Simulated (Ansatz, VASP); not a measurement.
LaC: VASP beside Ansatz

POSCAR

```
LaC
1.0
    0.0000000000      2.7220337006      2.7492540376
    2.7220337006      0.0000000000      2.7492540376
    2.7220337006      2.7220337006      0.0000000000
La C
1 1
Direct
    0.5000000000      0.5000000000      0.5000000000
    0.0000000000      0.0000000000      0.0000000000
```

The input INCAR.step1:

```
SYSTEM = LaC
PREC = Accurate
ENCUT = 520
ISMEAR = 0
SIGMA = 0.05
LREAL = .False.
LASPH = .True.
NELM = 80
NBANDS = 14
GGA = PE
ALGO = Normal
EDIFF = 1E-4
LWAVE = .True.
LCHARG = .False.
```

INCAR.step2

```
SYSTEM = LaC
PREC = Accurate
ENCUT = 520
EDIFF = 1E-6
ISMEAR = 0
SIGMA = 0.05
LREAL = .False.
LASPH = .True.
NELM = 80
ALGO = Normal
ISIF = 2
LWAVE = .False.
LCHARG = .False.
METAGGA = R2SCAN
LMIXTAU = .True.
NBANDS = 14
ISTART = 1
```

KPOINTS

```
regular mesh
0
Gamma
  12 12 12
  0 0 0
```

Input for Ansatz:

```yaml
crystal:
  lattice:
    - [0.0, 2.7220337006, 2.7492540376]
    - [2.7220337006, 0.0, 2.7492540376]
    - [2.7220337006, 2.7220337006, 0.0]
  atoms:
    - { symbol: La, position: [0.5, 0.5, 0.5] }
    - { symbol: C, position: [0.0, 0.0, 0.0] }
basis:
  ecutwfc: 500
  ecutrho_ratio: 4
kpoints:
  mp_grid: { grid: [12, 12, 12] }
hamiltonian:
  xc: r2scan
scf:
  occupations: { method: gaussian, width: 0.05 }
output:
  forces: true
  stress: true
  eigenvalues: true
```

Change from the starting cell: strain e3 = +0.01, atoms carried along.

Alike in both runs: task single point; functional r2SCAN; k mesh 12 × 12 × 12; occupations gaussian, width 0.05 eV; no spin polarisation.

|  | VASP | Ansatz |
| --- | --- | --- |
| version | VASP 6.6.1 | Ansatz 0.2.0 |
| potentials or method | VASP PAW PBE potentials, release 64 (La, C), cutoff 520 eV | scalar-relativistic, plane waves, PAW |
| valence electrons in the cell | 15 | 15 |

Ansatz gave:

```
gap on the k mesh at the Fermi level (eV)                     : none
pressure (GPa)                                                : -0.9
traceless stress, the component that is largest in VASP (GPa) : 0.71
```

Task: Estimate VASP's values.

Result: gap on the k mesh at the Fermi level (eV): none; pressure (GPa): -1.0; traceless stress, the component that is largest in VASP (GPa): 0.72.

VASP's potentials were made for PBE, not for r2SCAN. A gap of «none» marks a metal or a gap that the smearing closes.

Spin-orbit coupling is off throughout.
